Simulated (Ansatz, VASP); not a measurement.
# KMgI3: VASP beside Ansatz

```xyz
5
Lattice="5.6976 0.0000 0.0000 0.0000 5.8139 0.0000 0.0000 0.0000 5.8139" Properties=species:S:1:pos:R:3 pbc="T T T"
K     0.0000    0.0000    0.0000
Mg    2.8488    2.9069    2.9069
I     2.8488    2.9069    0.0000
I     2.8488    0.0000    2.9069
I     0.0000    2.9069    2.9069
```

Change from the starting cell: uniaxial_x strain -2.0%.

Alike in both runs: task single point; functional r2SCAN; k mesh 4 × 4 × 4; no spin polarisation.

```csv
,VASP,Ansatz
version,VASP 6.6.1,Ansatz 0.2.0
potentials or method,"VASP PAW PBE potentials, release 64 (K_sv, Mg, I)","plane waves, PAW"
plane-wave cutoff (eV),520,500
occupations,"gaussian, width 0.01 eV",fixed
valence electrons in the cell,32,70
```

|  | VASP | Ansatz | Ansatz less VASP |
| --- | --- | --- | --- |
| gap on the k mesh at the Fermi level (eV) | 1.84 | 1.88 | +0.039 |
| pressure (GPa) | 0.4 | 0.5 | +0.08 |
| traceless stress, the component that is largest in VASP (GPa) | 0.35 | 0.35 | +0.005 |

VASP's potentials were made for PBE, not for r2SCAN. VASP's potentials hold 32 valence electrons a cell and Ansatz's 70, so a difference there can come from the potentials and not from the codes.

Spin-orbit coupling is off throughout.
